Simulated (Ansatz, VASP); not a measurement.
# PbO: VASP beside Ansatz

```
Pb O
1.0
    -5.32167    5.32167    2.82018
     5.32167   -5.32167    2.82018
     5.32167    5.32167   -2.82018
Pb O
4 4
Cartesian
  2.6608 4.0412 -0.7050
  2.6608 1.2805 2.1151
  -1.2805 2.6608 3.5252
  6.6021 2.6608 0.7050
  1.7756 2.6608 3.5252
  3.5460 2.6608 0.7050
  2.6608 -1.7756 2.1151
  2.6608 7.0973 -0.7050
```

Alike in both runs: functional PBE; k mesh 4 × 4 × 4; occupations gaussian, width 0.1 eV; no spin polarisation.

Ansatz relaxed the structure, and its values are those at the end. VASP's run is a single point on that final structure, the one shown.

|  | VASP | Ansatz |
| --- | --- | --- |
| version | VASP 6.6.1 | Ansatz 0.2.0 |
| potentials or method | VASP PAW PBE potentials, release 64 (Pb_d, O), cutoff 520 eV | scalar-relativistic, plane waves, PAW |
| valence electrons in the cell | 80 | 80 |

VASP gave:

```
gap on the k mesh at the Fermi level (eV) : 1.51
least direct gap on the mesh (eV)         : 1.55
pressure (GPa)                            : 0.0
rms of the force components (eV/Å)        : 0.006
```

Q: Estimate Ansatz's values.

A: gap on the k mesh at the Fermi level (eV): 1.51; least direct gap on the mesh (eV): 1.56; pressure (GPa): 0.0; rms of the force components (eV/Å): 0.020.

The functional is the same, so the differences come from potentials, cutoffs and numerics.

Spin-orbit coupling is off throughout.
